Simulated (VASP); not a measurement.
TiO2, 6 atoms in the cell. It takes space group I4_1/amd (No. 141, tetragonal). The conventional cell has a = 3.581 Å, b = 3.581 Å, c = 9.084 Å, α = 90.00°, β = 90.00°, γ = 90.00°. Ti (site symmetry -4m2) has 6 O at 1.82 to 1.93 Å within 2.4 Å. Within 2.4 Å of O (site symmetry 2mm) lie 3 Ti at 1.82 to 1.93 Å and 2 O at 2.40 Å.  This cell differs from its parent crystal: strain -5.2%.

- Program: VASP 6.6.1
- Task: single point
- Functional: r2SCAN
- Potentials or basis: VASP PAW PBE potentials, release 64 (Ti_sv, O)
- Cutoff: 520 eV
- k mesh: 10 × 10 × 10
- Occupations: gaussian, width 0.01 eV
- Spin: no spin polarisation
- Dipole correction: no
- Further INCAR settings: ALGO = Normal; EDIFF = 1e-07; NBANDS = 33

Potentials or basis: VASP PAW PBE potentials, release 64 (Ti_sv, O).

Command:

```sh
$ cat potpaw_PBE.64/Ti_sv/POTCAR potpaw_PBE.64/O/POTCAR > POTCAR
$ cp INCAR.step1 INCAR
$ mpirun -np 1 vasp_std > vasp.out
$ cp INCAR.step2 INCAR
$ mpirun -np 1 vasp_std > vasp.out
```

Hardware: 1 thread of Intel Xeon 8259CL (shared host).

**Question.** How long does it take, and how much memory?

**Answer.** Wall time 36 min on 1 thread of Intel Xeon 8259CL, on a shared host, peak memory 0.35 GiB. Counts: k points 102.
